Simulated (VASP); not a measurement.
# Si (Imma) in VASP: a series of runs

Runs on Si. Level: LDA. Tasks: single point.

Everything below comes from runs of VASP 6.6.1. Logs are shortened: lines on timing, memory, paths and dates and some standing lists are left out, and cuts for length are marked.

### Step 1. The cell of the first run

Symmetry: Imma, No. 74, orthorhombic system. Conventional cell: a = 4.765 Å, b = 4.765 Å, c = 2.611 Å, α = 90.00°, β = 90.00°, γ = 90.00°. Within 3.2 Å of Si (site symmetry mm2) lie 8 Si at 2.39 to 2.78 Å.

### Step 2. Single point, LDA (atoms displaced along a vibrational mode)

INCAR reads:

```
PREC     = Accurate       # precision mode
ENCUT    = 520            # plane-wave cutoff, eV
EDIFF    = 1E-6           # SCF threshold, eV
ISMEAR   = 0              # smearing method
SIGMA    = 0.15           # smearing width, eV
LREAL    = F              # projectors in reciprocal space
LASPH    = T              # aspherical terms in the spheres
NELM     = 100            # most SCF steps
ALGO     = Fast           # electronic algorithm
ISIF     = 2              # what is computed and relaxed
LWAVE    = F              # write WAVECAR
LCHARG   = F              # write CHGCAR
GGA      = CA             # functional
NBANDS   = 11             # bands
```

KPOINTS reads:

```
Automatic mesh
0
Gamma
  26 26 26
```

POSCAR reads:

```
Si
1.0
   -2.3824154513      2.3824154513      1.3052992358
    2.3824154513     -2.3824154513      1.3052992358
    2.3824154513      2.3824154513     -1.3052992358
Si
2
Direct
    0.3505516562      0.8505516562      0.5000000000
    0.3994483438      0.3994483438      0.0000000000
```

Potentials or basis: VASP PAW LDA potentials, release 64 (Si).

Started as:

```console
$ cat potpaw_LDA.64/Si/POTCAR > POTCAR
$ mpirun -np 1 vasp_std > vasp.out
```

OUTCAR:

```text
PREC = Accurate
   ENCUT = 520
   EDIFF = 1E-6
   ISMEAR = 0
   LREAL = F
   LASPH = T
   NELM = 100
   ISIF = 2
   GGA = CA

 ion  position               nearest neighbor table
   1  0.351  0.851  0.500-   2 2.39   2 2.39   2 2.66   2 2.66   2 2.78   2 2.78
   2  0.399  0.399  0.000-   1 2.39   1 2.39   1 2.66   1 2.66   1 2.78   1 2.78

  LATTYP: Found a body centered tetragonal cell.
 ALAT       =     4.7648309026
 C/A-ratio  =     0.5478890070

  Lattice vectors:

 A1 = (  -2.3824154513,   2.3824154513,   1.3052992358)
 A2 = (   2.3824154513,  -2.3824154513,   1.3052992358)
 A3 = (   2.3824154513,   2.3824154513,  -1.3052992358)

Analysis of symmetry for initial positions (statically):
=====================================================================
 Subroutine PRICEL returns:
 Original cell was already a primitive cell.

 Routine SETGRP: Setting up the symmetry group for a
 body centered tetragonal supercell.

 Subroutine GETGRP returns: Found  8 space group operations
 (whereof  4 operations were pure point group operations)
 out of a pool of 16 trial point group operations.

The static configuration has the point symmetry C_2v.
 The point group associated with its full space group is D_2h.

Analysis of symmetry for dynamics (positions and initial velocities):
=====================================================================
 Subroutine PRICEL returns:
 Original cell was already a primitive cell.

 Routine SETGRP: Setting up the symmetry group for a
 body centered tetragonal supercell.

 Subroutine GETGRP returns: Found  8 space group operations
 (whereof  4 operations were pure point group operations)
 out of a pool of 16 trial point group operations.

The dynamic configuration has the point symmetry C_2v.
 The point group associated with its full space group is D_2h.

 Subroutine INISYM returns: Found  8 space group operations
 (whereof  4 operations are pure point group operations),
 and found     1 'primitive' translations

----------------------------------------------------------------------------------------

                                     Primitive cell

  volume of cell :      29.6350

  direct lattice vectors                    reciprocal lattice vectors
    -2.382415451  2.382415451  1.305299236     0.000000000  0.209871036  0.383053928
     2.382415451 -2.382415451  1.305299236     0.209871036  0.000000000  0.383053928
[... 93 lines left out ...]
   POTIM  = 0.5000    time-step for ionic-motion
   TEBEG  =    0.0;   TEEND  =   0.0 temperature during run
   PSTRESS=    0.0 pullay stress
   NELECT =       8.0000    total number of electrons
   NUPDOWN=      -1.0000    fix difference up-down
   EMIN   =  10.00;   EMAX   =-10.00  energy-range for DOS
   EFERMI =   0.00;   METHOD = LEGACY
   ISMEAR =     0;   SIGMA  =   0.15  broadening in eV -4-tet -1-fermi 0-gaus
   EFERMI_NEDOS =   21; number of points for ismear=-14 and -15
   IALGO  =     68    algorithm
   IMIX   =      4    mixing-type and parameters
     AMIX     =   0.40;   BMIX     =  1.00
     AMIX_MAG =   1.60;   BMIX_MAG =  1.00
  volume/ion in A,a.u.               =      14.82        99.99
  Fermi-wavevector in a.u.,A,eV,Ry     =   1.058043  1.999411 15.231097  1.119454
  Thomas-Fermi vector in A             =   2.193337
   LORBIT       =      0    0 simple, 1 ext, 2 COOP (PROOUT), +10 PAW based schemes
   GGA     = CA    functional components
   LHFCALC =     F    Hartree Fock is set to
   AEXX    =    0.0000 exact exchange contribution
   IVDW    =     0    specifies the selected vdW correction
   LEPSILON=     F    determine dielectric tensor
   LRPA    =     F    only Hartree local field effects (RPA)
 non-spin polarized calculation
 RMM-DIIS sequential band-by-band and
 Gauss-broadening in eV      SIGMA  =   0.15
  energy-cutoff  :      520.00
  volume of cell :       29.64
 maximum number of plane-waves:       812
   NGX = 13   NGY = 13   NGZ = 13

 number of electron       8.0000000 magnetization

 Free energy of the ion-electron system (eV)
  ---------------------------------------------------
  ext. energy  EPLUGINS =         0.00000000
  ---------------------------------------------------
  free energy    TOTEN  =       -11.43721558 eV

  energy without entropy =      -11.42886191  energy(sigma->0) =      -11.43303874

 E-fermi :   9.5254     XC(G=0): -11.1054

 val. band max:        9.5241977585   @ k =   0.4231  -0.0769  -0.2308
 cond. band min:       9.5273166664   @ k =  -0.1154   0.0000  -0.4615
 fundamental gap:      0.0031189079
 Fermi energy:         9.5254361235

 k-point     1 :       0.0000    0.0000    0.0000
  band No.  band energies     occupation
      1      -4.4710      2.00000
      2       6.7181      2.00000
      3       7.0884      2.00000
      4       7.3853      2.00000
      5      10.9396      0.00000
      6      17.4251      0.00000
      7      17.9402      0.00000
      8      19.1409      0.00000
      9      19.1452      0.00000
     10      19.1561      0.00000
     11      20.3167      0.00000
[... 309 lines left out ...]
 k-point    24 :       0.4615   -0.0000    0.0000
  band No.  band energies     occupation
      1       1.1805      2.00000
      2       3.4740      2.00000
      3       7.0691      2.00000
      4       7.2329      2.00000
      5       8.5243      2.00000
      6      11.2639      0.00000
      7      13.4601      0.00000
      8      15.2862      0.00000
      9      17.2455      0.00000
     10      20.3583      0.00000
     11      21.9036      0.00000

 [... further k-points ...]

------------------------ aborting loop because EDIFF is reached ----------------------------------------

  FORCE on cell =-STRESS in cart. coord.  units (eV):
  Direction    XX          YY          ZZ          XY          YZ          ZX
  --------------------------------------------------------------------------------------
  -------------------------------------------------------------------------------------
  Total        1.4370981     -1.1199567     -0.5352329      0.0000000      0.0000000      0.0000000
  in kB       77.6947960    -60.5489654    -28.9366563      0.0000000      0.0000000      0.0000000
  external PRESSURE =      -3.9302753 kB  Pullay stress =       0.0000000 kB

 VOLUME and BASIS-vectors are now :
 -----------------------------------------------------------------------------
  energy-cutoff  :      520.00
  volume of cell :       29.64
      direct lattice vectors                 reciprocal lattice vectors
    -2.382415451  2.382415451  1.305299236     0.000000000  0.209871036  0.383053928
     2.382415451 -2.382415451  1.305299236     0.209871036  0.000000000  0.383053928
     2.382415451  2.382415451 -1.305299236     0.209871036  0.209871036  0.000000000

 POSITION                                       TOTAL-FORCE (eV/Angst)
 -----------------------------------------------------------------------------------
      2.38242      0.00000      0.91515        -0.000000      0.000000     -0.110776
      0.00000      0.00000      1.04280         0.000000     -0.000000      0.110776
 -----------------------------------------------------------------------------------
    total drift:                               -0.000000      0.000000     -0.000000

  FREE ENERGIE OF THE ION-ELECTRON SYSTEM (eV)
  ---------------------------------------------------
  free  energy   TOTEN  =       -11.4372155774 eV

  energy  without entropy=      -11.4288619085  energy(sigma->0) =      -11.43303874
```

OSZICAR:

```text
N       E                     dE             d eps       ncg     rms          rms(c)
DAV:   1     0.387564909095E+01    0.38756E+01   -0.33448E+03 54378   0.607E+02
DAV:   2    -0.110738919220E+02   -0.14950E+02   -0.14379E+02 70710   0.827E+01
DAV:   3    -0.114826291884E+02   -0.40874E+00   -0.40543E+00 70684   0.114E+01
DAV:   4    -0.114844431471E+02   -0.18140E-02   -0.18137E-02 65459   0.947E-01
DAV:   5    -0.114844520334E+02   -0.88863E-05   -0.88855E-05 69022   0.597E-02    0.443E+00
RMM:   6    -0.114530673783E+02    0.31385E-01   -0.64422E-03 54958   0.406E-01    0.256E+00
RMM:   7    -0.114373762014E+02    0.15691E-01   -0.13700E-02 57478   0.618E-01    0.148E-01
RMM:   8    -0.114372137796E+02    0.16242E-03   -0.12689E-03 60027   0.262E-01    0.373E-02
RMM:   9    -0.114372124247E+02    0.13549E-05   -0.19161E-04 63934   0.986E-02    0.606E-02
RMM:  10    -0.114372189302E+02   -0.65055E-05   -0.28990E-05 63680   0.406E-02    0.103E-01
RMM:  11    -0.114372153941E+02    0.35361E-05   -0.12665E-05 63738   0.212E-02    0.144E-02
RMM:  12    -0.114372155774E+02   -0.18331E-06   -0.17457E-06 56722   0.951E-03
   1 F= -.11437216E+02 E0= -.11433039E+02  d E =-.835367E-02
```

stdout:

```text
POSCAR found type information on POSCAR Si
 POSCAR found :  1 types and       2 ions
 scaLAPACK will be used
 LDA part: xc-table for (Slater(with rela. corr.)+CA(PZ))
 , standard interpolation
 POSCAR, INCAR and KPOINTS ok, starting setup
 FFT: planning ... GRIDC
 FFT: planning ... GRID_SOFT
 FFT: planning ... GRID
 WAVECAR not read
 entering main loop
```

Run time: 6.8 min. Hardware: 1 thread of Oxide Virtual Turin-like, shared host; peak memory 0.63 GiB.

What came out:

```
Free energy            : -11.4372 eV
Pressure               : -0.4 GPa
Largest force          : 0.111 eV/Å
Band gap on the k mesh : zero (bands 4 and 5 overlap by 7.06 eV)
```

Forces in eV/Å, atoms in the order of the input:
```
Si   0.000  0.000 -0.111
Si   0.000  0.000  0.111
```

Caveat: the cell differs from its parent crystal (atoms displaced along a vibrational mode); the stress differs along the axes, from -6 to 8 GPa.

(Part 1 of 2 ends here.)
